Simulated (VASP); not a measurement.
A run of VASP 6.6.1 is set up as follows.

The input INCAR:

```
  ALGO = Normal
  EDIFF = 1E-6
  ENCUT = 520
  GGA = PE
  ISIF = 2
  ISMEAR = 0
  LASPH = T
  LCHARG = F
  LREAL = F
  LWAVE = F
  NBANDS = 24
  NELM = 60
  PREC = Accurate
  SIGMA = 0.1
```

Contents of KPOINTS:

```
k-points
0
Gamma
  10 10 8
```

POSCAR

```
ScSiS3
1.0
    4.3488950896      0.0000000000      0.0000000000
    0.0000000000      4.3488950896      0.0000000000
    0.0000000000      0.0000000000      5.6147163360
Sc Si S
1 1 3
Direct
    0.5000000000      0.5000000000      0.1575332441
    0.0000000000      0.0000000000      0.5457069870
    0.0000000000      0.5000000000      0.4047249845
    0.0000000000      0.0000000000      0.9258287897
    0.5000000000      0.0000000000      0.4047249845
```

Potentials or basis: VASP PAW PBE potentials, release 64 (Sc_sv, Si, S).

Run with:

```console
$ cat potpaw_PBE.64/Sc_sv/POTCAR potpaw_PBE.64/Si/POTCAR potpaw_PBE.64/S/POTCAR > POTCAR
$ mpirun -np 1 vasp_std > vasp.out
```

(1) What does it give for the band gap on the k mesh?

(2) Predict the largest force.

(3) What does it give for the pressure?

Results:

(1) zero (an odd number of electrons rules out a gap without spin polarisation).

(2) 0.036 eV/Å.

(3) 0.0 GPa.
